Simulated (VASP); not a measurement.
# GaAs (F-43m) in VASP: notebook

The runs below take GaAs through single point, with r2SCAN.

Program: VASP 6.6.1. These are calculated values, not measurements. Logs are shortened: lines on timing, memory, paths and dates and some standing lists are left out, and cuts for length are marked.

## Step 1: The cell of the first run

It takes space group F-43m (No. 216, cubic). Conventional cell: a = 5.666 Å, b = 5.666 Å, c = 5.666 Å, α = 90.00°, β = 90.00°, γ = 90.00°. Within 3.2 Å of Ga (site symmetry -43m) lie 4 As at 2.45 Å. Within 3.2 Å of As (site symmetry -43m) lie 4 Ga at 2.45 Å.

## Step 2: Single point, r2SCAN

File POSCAR:

```
GaAs
1.0
    0.0000000000      2.8330850955      2.8330850955
    2.8330850955      0.0000000000      2.8330850955
    2.8330850955      2.8330850955      0.0000000000
Ga As
1 1
Direct
    0.0000000000      0.0000000000      0.0000000000
    0.2500000000      0.2500000000      0.2500000000
```

File INCAR.step1:

```
SYSTEM = GaAs
ALGO = Normal
EDIFF = 1E-4
ENCUT = 520
GGA = PE
ISMEAR = 0
LASPH = .True.
LCHARG = .False.
LREAL = .False.
LWAVE = .True.
NBANDS = 16
NELM = 60
PREC = Accurate
SIGMA = 0.01
```

File INCAR.step2:

```
SYSTEM = GaAs
ALGO = Normal
EDIFF = 1E-7
ENCUT = 520
ISIF = 2
ISMEAR = 0
ISTART = 1
LASPH = .True.
LCHARG = .False.
LMIXTAU = .True.
LREAL = .False.
LWAVE = .False.
METAGGA = R2SCAN
NBANDS = 16
NELM = 60
PREC = Accurate
SIGMA = 0.01
```

File KPOINTS:

```
k-points
0
Gamma
  8 8 8
  0 0 0
```

Potentials or basis: VASP PAW PBE potentials, release 64 (Ga_d, As).

On the command line:

```bash
cat potpaw_PBE.64/Ga_d/POTCAR potpaw_PBE.64/As/POTCAR > POTCAR
cp INCAR.step1 INCAR
mpirun -np 1 vasp_std > vasp.out
cp INCAR.step2 INCAR
mpirun -np 1 vasp_std > vasp.out
```

OUTCAR:

```text
SYSTEM = GaAs
   EDIFF = 1E-7
   ENCUT = 520
   ISIF = 2
   ISMEAR = 0
   ISTART = 1
   LASPH = .True.
   LREAL = .False.
   METAGGA = R2SCAN
   NELM = 60
   PREC = Accurate

 ion  position               nearest neighbor table
   1  0.000  0.000  0.000-   2 2.45   2 2.45   2 2.45   2 2.45
   2  0.250  0.250  0.250-   1 2.45   1 2.45   1 2.45   1 2.45

  LATTYP: Found a face centered cubic cell.
 ALAT       =     5.6661701910

  Lattice vectors:

 A1 = (   0.0000000000,   2.8330850955,   2.8330850955)
 A2 = (   2.8330850955,   0.0000000000,   2.8330850955)
 A3 = (   2.8330850955,   2.8330850955,   0.0000000000)

Analysis of symmetry for initial positions (statically):
=====================================================================
 Subroutine PRICEL returns:
 Original cell was already a primitive cell.

 Routine SETGRP: Setting up the symmetry group for a
 face centered cubic supercell.

 Subroutine GETGRP returns: Found 24 space group operations
 (whereof 24 operations were pure point group operations)
 out of a pool of 48 trial point group operations.

The static configuration has the point symmetry T_d .

Analysis of symmetry for dynamics (positions and initial velocities):
=====================================================================
 Subroutine PRICEL returns:
 Original cell was already a primitive cell.

 Routine SETGRP: Setting up the symmetry group for a
 face centered cubic supercell.

 Subroutine GETGRP returns: Found 24 space group operations
 (whereof 24 operations were pure point group operations)
 out of a pool of 48 trial point group operations.

The dynamic configuration has the point symmetry T_d .

 Subroutine INISYM returns: Found 24 space group operations
 (whereof 24 operations are pure point group operations),
 and found     1 'primitive' translations

----------------------------------------------------------------------------------------

                                     Primitive cell

  volume of cell :      45.4788

  direct lattice vectors                    reciprocal lattice vectors
     0.000000000  2.833085095  2.833085095    -0.176486051  0.176486051  0.176486051
     2.833085095  0.000000000  2.833085095     0.176486051 -0.176486051  0.176486051
     2.833085095  2.833085095  0.000000000     0.176486051  0.176486051 -0.176486051

  length of vectors
     4.006587365  4.006587365  4.006587365     0.305682807  0.305682807  0.305682807

  position of ions in fractional coordinates (direct lattice)
     0.000000000  0.000000000  0.000000000
     0.250000000  0.250000000  0.250000000

  ion indices of the primitive-cell ions
   primitive index   ion index
                 1           1
                 2           2

----------------------------------------------------------------------------------------

 KPOINTS: k-points

Automatic generation of k-mesh.
 Grid dimensions read from file:
 generate k-points for:    8    8    8

 Generating k-lattice:

  Cartesian coordinates                     Fractional coordinates (reciprocal lattice)
    -0.022060756  0.022060756  0.022060756     0.125000000  0.000000000  0.000000000
     0.022060756 -0.022060756  0.022060756     0.000000000  0.125000000  0.000000000
     0.022060756  0.022060756 -0.022060756     0.000000000  0.000000000  0.125000000

  Length of vectors
     0.038210351  0.038210351  0.038210351

  Shift w.r.t. Gamma in fractional coordinates (k-lattice)
     0.000000000  0.000000000  0.000000000

 Subroutine IBZKPT returns following result:
 ===========================================

 Found     29 irreducible k-points:

 Following reciprocal coordinates:
            Coordinates               Weight
  0.000000  0.000000  0.000000      1.000000
  0.125000  0.000000  0.000000      8.000000
  0.250000  0.000000  0.000000      8.000000
  0.375000  0.000000  0.000000      8.000000
  0.500000  0.000000  0.000000      4.000000
  0.125000  0.125000  0.000000      6.000000
[... 16 lines left out ...]
  0.500000  0.250000  0.125000     48.000000
 -0.375000  0.250000  0.125000     24.000000
 [... further k-points ...]
   k-points           NKPTS =     29   k-points in BZ     NKDIM =     29   number of bands    NBANDS=     16
   number of dos      NEDOS =    301   number of ions     NIONS =      2
   total plane-waves  NPLWV =  27000
   dimension x,y,z NGX =    30 NGY =   30 NGZ =   30
   dimension x,y,z NGXF=    60 NGYF=   60 NGZF=   60
   ions per type =               1   1
   NGX,Y,Z   is equivalent  to a cutoff of  12.45, 12.45, 12.45 a.u.
   NGXF,Y,Z  is equivalent  to a cutoff of  24.90, 24.90, 24.90 a.u.
 SYSTEM =  GaAs
   PREC   = accura    normal or accurate (medium, high low for compatibility)
   ISTART =      1    job   : 0-new  1-cont  2-samecut
   ICHARG =      0    charge: 1-file 2-atom 10-const
   ISPIN  =      1    spin polarized calculation?
   LNONCOLLINEAR =      F non collinear calculations
   LSORBIT =      F    spin-orbit coupling
   LASPH  =      T    aspherical Exc in radial PAW
   ENCUT  =  520.0 eV  38.22 Ry    6.18 a.u.   7.45  7.45  7.45*2*pi/ulx,y,z
   NELM   =     60;   NELMIN=  2; NELMDL=  0     # of ELM steps
   EDIFF  = 0.1E-06   stopping-criterion for ELM
   LREAL  =      F    real-space projection
   EDIFFG = 0.1E-05   stopping-criterion for IOM
   NSW    =      0    number of steps for IOM
   IBRION =     -1    ionic relax: 0-MD 1-quasi-New 2-CG
   NFREE  =      0    steps in history (QN), initial steepest desc. (CG)
   ISIF   =      2    stress and relaxation
   ISYM   =      2    0-nonsym 1-usesym 2-fastsym
   POTIM  = 0.5000    time-step for ionic-motion
   TEBEG  =    0.0;   TEEND  =   0.0 temperature during run
   PSTRESS=    0.0 pullay stress
   NELECT =      18.0000    total number of electrons
   NUPDOWN=      -1.0000    fix difference up-down
   EMIN   =  10.00;   EMAX   =-10.00  energy-range for DOS
   EFERMI =   0.00;   METHOD = LEGACY
   ISMEAR =     0;   SIGMA  =   0.01  broadening in eV -4-tet -1-fermi 0-gaus
   EFERMI_NEDOS =   21; number of points for ismear=-14 and -15
   IALGO  =     38    algorithm
   IMIX   =      4    mixing-type and parameters
     AMIX     =   0.40;   BMIX     =  1.00
     AMIX_MAG =   1.60;   BMIX_MAG =  1.00
  volume/ion in A,a.u.               =      22.74       153.45
  Fermi-wavevector in a.u.,A,eV,Ry     =   1.201977  2.271407 19.656990  1.444748
  Thomas-Fermi vector in A             =   2.337771
   LORBIT       =      0    0 simple, 1 ext, 2 COOP (PROOUT), +10 PAW based schemes
   METAGGA = R2SCAN    functional components
   LHFCALC =     F    Hartree Fock is set to
   AEXX    =    0.0000 exact exchange contribution
   IVDW    =     0    specifies the selected vdW correction
   LEPSILON=     F    determine dielectric tensor
   LRPA    =     F    only Hartree local field effects (RPA)
 non-spin polarized calculation
 Gauss-broadening in eV      SIGMA  =   0.01
  energy-cutoff  :      520.00
  volume of cell :       45.48
 maximum number of plane-waves:      1243
 NGX is ok and might be reduce to    30
   NGX = 15   NGY = 15   NGZ = 15

 number of electron      17.9999990 magnetization

 Free energy of the ion-electron system (eV)
  ---------------------------------------------------
  ext. energy  EPLUGINS =         0.00000000
  ---------------------------------------------------
  free energy    TOTEN  =       -27.05325088 eV

  energy without entropy =      -27.05325088  energy(sigma->0) =      -27.05325088

 E-fermi :   3.7168     XC(G=0): -10.2237

 val. band max:        3.6172518165   @ k =   0.0000   0.0000   0.0000
 cond. band min:       4.5603658032   @ k =   0.0000   0.0000   0.0000
 fundamental gap:      0.9431139866
 Fermi energy:         3.7167927099

 k-point     1 :       0.0000    0.0000    0.0000
  band No.  band energies     occupation
      1     -11.6073      2.00000
      2     -11.6073      2.00000
      3     -11.6073      2.00000
      4     -11.5196      2.00000
      5     -11.5196      2.00000
      6      -9.5444      2.00000
[... 8 lines left out ...]
     15      14.2324      0.00000
     16      14.2324      0.00000

 k-point     2 :       0.1250    0.0000    0.0000
  band No.  band energies     occupation
      1     -11.6222      2.00000
      2     -11.6036      2.00000
      3     -11.6036      2.00000
      4     -11.5197      2.00000
      5     -11.5197      2.00000
      6      -9.3538      2.00000
[... 8 lines left out ...]
     15      13.3989      0.00000
     16      13.3989      0.00000

 k-point     3 :       0.2500    0.0000    0.0000
  band No.  band energies     occupation
      1     -11.6543      2.00000
      2     -11.5954      2.00000
      3     -11.5954      2.00000
      4     -11.5192      2.00000
      5     -11.5192      2.00000
      6      -8.8230      2.00000
[... 8 lines left out ...]
     15      13.1618      0.00000
     16      13.2049      0.00000

 k-point     4 :       0.3750    0.0000    0.0000
  band No.  band energies     occupation
      1     -11.6825      2.00000
      2     -11.5887      2.00000
      3     -11.5887      2.00000
      4     -11.5172      2.00000
      5     -11.5172      2.00000
      6      -8.1152      2.00000
[... 8 lines left out ...]
     15      14.3800      0.00000
     16      14.3800      0.00000
[... 324 lines left out ...]
 k-point    22 :       0.3750    0.2500    0.1250
  band No.  band energies     occupation
      1     -11.6783      2.00000
      2     -11.5856      2.00000
      3     -11.5827      2.00000
      4     -11.5277      2.00000
      5     -11.5142      2.00000
      6      -8.3766      2.00000
[... 8 lines left out ...]
     15      15.1725      0.00000
     16      15.7074      0.00000

 k-point    23 :       0.5000    0.2500    0.1250
  band No.  band energies     occupation
      1     -11.6960      2.00000
      2     -11.5813      2.00000
      3     -11.5756      2.00000
      4     -11.5265      2.00000
      5     -11.5145      2.00000
      6      -7.7226      2.00000
[... 8 lines left out ...]
     15      15.0839      0.00000
     16      16.5845      0.00000

 k-point    24 :      -0.3750    0.2500    0.1250
  band No.  band energies     occupation
      1     -11.7027      2.00000
      2     -11.5803      2.00000
      3     -11.5730      2.00000
      4     -11.5241      2.00000
      5     -11.5159      2.00000
      6      -7.3589      2.00000
[... 8 lines left out ...]
     15      15.8961      0.00000
     16      16.4654      0.00000

 [... further k-points ...]
[... 5 lines left out ...]
  --------------------------------------------------------------------------------------
  -------------------------------------------------------------------------------------
  Total        0.0347237      0.0347237      0.0347237     -0.0000000      0.0000000     -0.0000000
  in kB        1.2232835      1.2232835      1.2232835     -0.0000000      0.0000000     -0.0000000
  external PRESSURE =       1.2232835 kB  Pullay stress =       0.0000000 kB

 VOLUME and BASIS-vectors are now :
 -----------------------------------------------------------------------------
  energy-cutoff  :      520.00
  volume of cell :       45.48
      direct lattice vectors                 reciprocal lattice vectors
     0.000000000  2.833085095  2.833085095    -0.176486051  0.176486051  0.176486051
     2.833085095  0.000000000  2.833085095     0.176486051 -0.176486051  0.176486051
     2.833085095  2.833085095  0.000000000     0.176486051  0.176486051 -0.176486051

 POSITION                                       TOTAL-FORCE (eV/Angst)
 -----------------------------------------------------------------------------------
      0.00000      0.00000      0.00000         0.000000      0.000000      0.000000
      1.41654      1.41654      1.41654        -0.000000     -0.000000     -0.000000
 -----------------------------------------------------------------------------------
    total drift:                                0.000001      0.000001      0.000001

  FREE ENERGIE OF THE ION-ELECTRON SYSTEM (eV)
  ---------------------------------------------------
  free  energy   TOTEN  =       -27.0532508759 eV

  energy  without entropy=      -27.0532508759  energy(sigma->0) =      -27.05325088
```

Run time: 48 s. Hardware: 1 thread of Intel Xeon 6975P-C (Granite Rapids), shared host; peak memory 0.17 GiB.

What came out:

```
Free energy            : -27.0533 eV
Pressure               : 0.1 GPa
Band gap on the k mesh : 0.94 eV
```

Levels at points of the mesh, in eV from the valence-band top:
```csv
k point,band 7,band 8,band 9,band 10,band 11,band 12
"(0.00, 0.00, 0.00)",0.00,0.00,0.00,0.94,4.04,4.04
"(0.50, 0.00, 0.00)",-6.78,-1.17,-1.17,1.34,4.98,4.98
"(0.50, 0.50, 0.00)",-6.96,-2.75,-2.75,1.77,1.95,10.81
```

Caveat: the PAW data sets were made with another functional, which shifts forces and pressure a little. A k mesh can miss the band edges.

## Step 3: Single point, r2SCAN (strain +1.0%)

File POSCAR:

```
GaAs
1.0
    0.0000000000      2.8614159464      2.8614159464
    2.8614159464      0.0000000000      2.8614159464
    2.8614159464      2.8614159464      0.0000000000
Ga As
1 1
Direct
    0.0000000000      0.0000000000      0.0000000000
    0.2500000000      0.2500000000      0.2500000000
```

File INCAR.step1:

```
SYSTEM = GaAs
ALGO     = Normal         ! electronic algorithm
EDIFF    = 1E-4           ! SCF threshold, eV
ENCUT    = 520            ! plane-wave cutoff, eV
GGA      = PE             ! functional
ISMEAR   = 0              ! smearing method
LASPH    = .True.         ! aspherical terms in the spheres
LCHARG   = .False.        ! write CHGCAR
LREAL    = .False.        ! projectors in reciprocal space
LWAVE    = .True.         ! write WAVECAR
NBANDS   = 16             ! bands
NELM     = 100            ! most SCF steps
PREC     = Accurate       ! precision mode
SIGMA    = 0.01           ! smearing width, eV
```

File INCAR.step2:

```
SYSTEM = GaAs
ALGO     = Normal         ! electronic algorithm
EDIFF    = 1E-6           ! SCF threshold, eV
ENCUT    = 520            ! plane-wave cutoff, eV
ISIF     = 2              ! what is computed and relaxed
ISMEAR   = 0              ! smearing method
ISTART   = 1            
LASPH    = .True.         ! aspherical terms in the spheres
LCHARG   = .False.        ! write CHGCAR
LMIXTAU  = .True.       
LREAL    = .False.        ! projectors in reciprocal space
LWAVE    = .False.        ! write WAVECAR
METAGGA  = R2SCAN         ! meta-GGA
NBANDS   = 16             ! bands
NELM     = 100            ! most SCF steps
PREC     = Accurate       ! precision mode
SIGMA    = 0.01           ! smearing width, eV
```

KPOINTS is that of step 2.

Potentials or basis: VASP PAW PBE potentials, release 64 (Ga_d, As).

On the command line:

```bash
cat potpaw_PBE.64/Ga_d/POTCAR potpaw_PBE.64/As/POTCAR > POTCAR
cp INCAR.step1 INCAR
mpirun -np 1 vasp_std > vasp.out
cp INCAR.step2 INCAR
mpirun -np 1 vasp_std > vasp.out
```

Run time: 42 s. Hardware: 1 thread of Intel Xeon 6975P-C (Granite Rapids), shared host; peak memory 0.18 GiB.

Results (log left out):

| Item | Value |
| --- | --- |
| Free energy | -27.0451 eV |
| Pressure | -1.9 GPa |
| Band gap on the k mesh | 0.71 eV |

Levels at points of the mesh, in eV from the valence-band top:
```csv
k point,band 5,band 6,band 7,band 8,band 9,band 10,band 11,band 12,band 13,band 14
"(0.00, 0.00, 0.00)",-15.10,-12.95,0.00,0.00,0.00,0.71,4.03,4.03,4.03,8.11
"(0.50, 0.00, 0.00)",-15.09,-11.21,-6.61,-1.13,-1.13,1.25,4.97,4.97,8.24,10.85
"(0.50, 0.50, 0.00)",-15.08,-10.48,-6.82,-2.65,-2.65,1.82,1.96,10.56,10.56,11.41
```

Caveat: the cell differs from its parent crystal (strain +1.0%); semilocal functionals underestimate gaps, and a narrow one can read as zero; the PAW data sets were made with another functional, which shifts forces and pressure a little.

## Step 4: Single point, r2SCAN (strain +2.0%)

File POSCAR:

```
GaAs
1.0
    0.0000000000      2.8897467974      2.8897467974
    2.8897467974      0.0000000000      2.8897467974
    2.8897467974      2.8897467974      0.0000000000
Ga As
1 1
Direct
    0.0000000000      0.0000000000      0.0000000000
    0.2500000000      0.2500000000      0.2500000000
```

File INCAR.step1:

```
PREC = Accurate
ENCUT = 520
ISMEAR = -1
SIGMA = 0.02
LREAL = False
LASPH = True
NELM = 80
NBANDS = 16
GGA = PE
ALGO = Normal
EDIFF = 1E-4
LWAVE = True
LCHARG = False
```

File INCAR.step2:

```
PREC = Accurate
ENCUT = 520
EDIFF = 1E-6
ISMEAR = -1
SIGMA = 0.02
LREAL = False
LASPH = True
NELM = 80
ALGO = Normal
ISIF = 2
LWAVE = False
LCHARG = True
METAGGA = R2SCAN
LMIXTAU = True
LELF = True
LVHAR = True
NBANDS = 16
ISTART = 1
```

File KPOINTS:

```
regular mesh
0
Gamma
  8 8 8
```

On the command line:

```bash
cat potpaw_PBE.64/Ga_d/POTCAR potpaw_PBE.64/As/POTCAR > POTCAR
cp INCAR.step1 INCAR
mpirun -np 1 vasp_std > vasp.out
cp INCAR.step2 INCAR
mpirun -np 1 vasp_std > vasp.out
```

Wall time 40 s (1 thread of Intel Xeon 6975P-C (Granite Rapids), shared host); peak memory 0.18 GiB.

It converged, with:

* Free energy: -27.0202 eV
* Pressure: -3.7 GPa
* Band gap on the k mesh: 0.48 eV

Levels at points of the mesh, in eV from the valence-band top:
```csv
k point,band 5,band 6,band 7,band 8,band 9,band 10,band 11,band 12,band 13,band 14
"(0.00, 0.00, 0.00)",-15.06,-12.74,0.00,0.00,0.00,0.48,4.02,4.02,4.02,8.01
"(0.50, 0.00, 0.00)",-15.06,-11.09,-6.46,-1.09,-1.09,1.16,4.96,4.96,8.18,10.62
"(0.50, 0.50, 0.00)",-15.05,-10.40,-6.69,-2.54,-2.54,1.87,1.96,10.32,10.32,11.13
```

Caveat: the cell differs from its parent crystal (strain +2.0%); the cell stands under tension; semilocal functionals underestimate gaps, and a narrow one can read as zero; the PAW data sets were made with another functional, which shifts forces and pressure a little.

## Step 5: Overview

```csv
cell,smearing,gap on the mesh (eV),pressure (GPa)
"a = 4.007 Å, angles 60.0°, 2 atoms",gaussian 0.01 eV,0.94,0.1
"a = 4.047 Å, angles 60.0°, 2 atoms",gaussian 0.01 eV,0.71,-1.9
"a = 4.087 Å, angles 60.0°, 2 atoms",fermi-dirac 0.02 eV,0.48,-3.7
```

Alike in all rows: task single point; level r2SCAN; potentials or basis VASP PAW PBE potentials, release 64 (Ga_d, As); no spin polarisation; k mesh 8 × 8 × 8; cutoff (eV) 520.

Caveats: the PAW data sets were made with another functional, which shifts forces and pressure a little; semilocal functionals underestimate gaps, and a narrow one can read as zero (at least some runs); the cell stands under tension (at least some runs).

Absolute energies hang on the potentials; compare differences alone.
